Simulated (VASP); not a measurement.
**GaN: single point with PBE**

Crystal: GaN.

```
Ga N
1.0
     3.18315    0.00000    0.00000
    -1.59157    2.75669    0.00000
     0.00000    0.00000    5.18363
Ga N
2 2
Direct
  0.33333 0.66667 0.99911
  0.66667 0.33333 0.49911
  0.33333 0.66667 0.37589
  0.66667 0.33333 0.87589
```

```yaml
Program: VASP 6.6.1
Task: single point
Functional: PBE
Potentials_or_basis: VASP PAW PBE potentials, release 64 (Ga_d, N)
Cutoff: 520 eV
k_mesh: 6 × 6 × 4
Occupations: gaussian, width 0.01 eV
Spin: no spin polarisation
Dipole_correction: no
Further_INCAR_settings: ALGO = Normal; EDIFF = 1e-06; NBANDS = 26
```

```yaml
Pressure: 6.3 GPa
Largest_force: 0.004 eV/Å
Band_gap_on_the_k_mesh: 1.94 eV
```

Forces in eV/Å, atoms in the order of the input:
```
Ga   0.000  0.000  0.004
Ga   0.000  0.000  0.004
N    0.000  0.000 -0.004
N    0.000  0.000 -0.004
```

Levels at points of the mesh, in eV from the valence-band top:
```
           k point  band 15  band 16  band 17  band 18  band 19  band 20  band 21  band 22
(0.00, 0.00, 0.00)    -1.04    -0.04     0.00     0.00     1.94     4.28     9.22     9.92
(0.50, 0.00, 0.00)    -4.22    -2.75    -2.21    -1.00     5.08     5.59     6.06     8.62
(0.00, 0.00, 0.50)    -0.53    -0.53    -0.53    -0.53     4.27     4.27     8.49     8.49
(0.50, 0.00, 0.50)    -1.95    -1.95    -1.90    -1.90     4.42     4.42     7.79     7.79
```

Run time: 32 s on 1 thread of Intel Xeon 8259CL, on a shared host, peak memory 0.17 GiB.

Caveat: the cell stands under pressure.
